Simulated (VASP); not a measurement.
Set up this calculation in VASP 6.6.1, as the native input.

```
Task                   : single point
Functional             : PBE
Potentials or basis    : VASP PAW PBE potentials, release 64 (Hf_pv)
Cutoff                 : 520 eV
k mesh                 : 18 × 18 × 18
Occupations            : gaussian, width 0.15 eV
Spin                   : no spin polarisation
Dipole correction      : no
Further INCAR settings : ALGO = Fast; EDIFF = 1e-06; NBANDS = 11
```

The structure of Hf lies in POSCAR:

```
Hf
1.0
    0.0000000000      2.0424000000      2.3088000000
    2.0424000000      0.0000000000      2.3088000000
    2.0424000000      2.0424000000      0.0000000000
Hf
1
Direct
    0.0000000000      0.0000000000      0.0000000000
```

This cell differs from its parent crystal: strain -0.080 along x and y, +0.040 along z.

These files were run (other wordings do the same):

INCAR

```
PREC     = Accurate       # precision mode
ENCUT    = 520            # plane-wave cutoff, eV
EDIFF    = 1E-6           # SCF threshold, eV
ISMEAR   = 0              # smearing method
SIGMA    = 0.15           # smearing width, eV
LREAL    = False          # projectors in reciprocal space
LASPH    = True           # aspherical terms in the spheres
NELM     = 100            # most SCF steps
ALGO     = Fast           # electronic algorithm
ISIF     = 2              # what is computed and relaxed
LWAVE    = False          # write WAVECAR
LCHARG   = False          # write CHGCAR
GGA      = PE             # functional
NBANDS   = 11             # bands
```

KPOINTS

```
Automatic mesh
0
Gamma
  18 18 18
```

Potentials or basis: VASP PAW PBE potentials, release 64 (Hf_pv).

Command:

```console
$ cat potpaw_PBE.64/Hf_pv/POTCAR > POTCAR
$ mpirun -np 1 vasp_std > vasp.out
```

It gave:

```json
{
 "Pressure": "20.0 GPa",
 "Band gap on the k mesh": "zero (band 5 reaches 6.80 eV, above the bottom of band 6 at 5.02 eV)"
}
```

Caveat: the cell differs from its parent crystal (strain -0.080 along x and y, +0.040 along z); spin-orbit coupling is left out, which moves the levels of the heavy elements.

Wall time 42 s on 1 thread of Intel(R) Xeon(R) Platinum 8559C (Emerald Rapids), with other jobs on the host, peak memory 0.22 GiB.
